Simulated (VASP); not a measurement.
AlN:

```
Al N
1.0
     3.09716    0.00000    0.00000
    -1.54858    2.68222    0.00000
     0.00000    0.00000   10.03394
Al N
4 4
Direct
  0.00000 0.00000 0.99873
  0.33333 0.66667 0.24984
  0.00000 0.00000 0.49873
  0.66667 0.33333 0.74984
  0.00000 0.00000 0.18821
  0.33333 0.66667 0.43822
  0.00000 0.00000 0.68821
  0.66667 0.33333 0.93822
```

Base run:

- Program: VASP 6.6.1
- Functional: r2SCAN
- Potentials or basis: VASP PAW PBE potentials, release 64 (Al, N)
- Cutoff: 520 eV
- k mesh: 12 × 12 × 4
- Occupations: gaussian, width 0.01 eV
- Spin: no spin polarisation

Its results: band gap on the k mesh 4.66 eV (least direct gap 4.90 eV); pressure -0.4 GPa; largest force 0.004 eV/Å.

The run is repeated on the same cell with these changes: functional from r2SCAN to PBE; further incar settings from ALGO = Normal; EDIFF = 1e-06; NBANDS = 26 to ALGO = Normal; EDIFF = 1e-07; NBANDS = 26. What comes out?

Band gap on the k mesh 4.04 eV (least direct gap 4.21 eV); pressure 4.4 GPa; largest force 0.008 eV/Å.

Caveats: the PAW data sets were made with another functional, which shifts forces and pressure a little (at least some runs); the cell stands under pressure (at least some runs).

A k mesh can miss the band edges.
